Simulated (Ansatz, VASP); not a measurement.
One calculation of Ag, two programs

```xyz
1
Lattice="-1.6557 1.6557 1.6557 1.6557 -1.6557 1.6557 1.6557 1.6557 -1.6557" Properties=species:S:1:pos:R:3 pbc="T T T"
Ag    0.0000    0.0000    0.0000
```

Alike in both runs: task single point; functional PBE; k mesh 8 × 8 × 8; occupations gaussian, width 0.1 eV; no spin polarisation.

```csv
,VASP,Ansatz
version,VASP 6.6.1,Ansatz 0.2.0
potentials or method,"VASP PAW PBE potentials, release 64 (Ag), cutoff 520 eV","scalar-relativistic, plane waves, PAW"
valence electrons in the cell,11,19
```

Ansatz gave:

| Item | Value |
| --- | --- |
| gap on the k mesh at the Fermi level (eV) | none |
| pressure (GPa) | -0.8 |

**Question.** What did VASP give for the same quantities?

**Answer.** gap on the k mesh at the Fermi level (eV): none; pressure (GPa): -0.9.

A gap of «none» marks a metal or a gap that the smearing closes. VASP's potentials hold 11 valence electrons a cell and Ansatz's 19, so a difference there can come from the potentials and not from the codes.
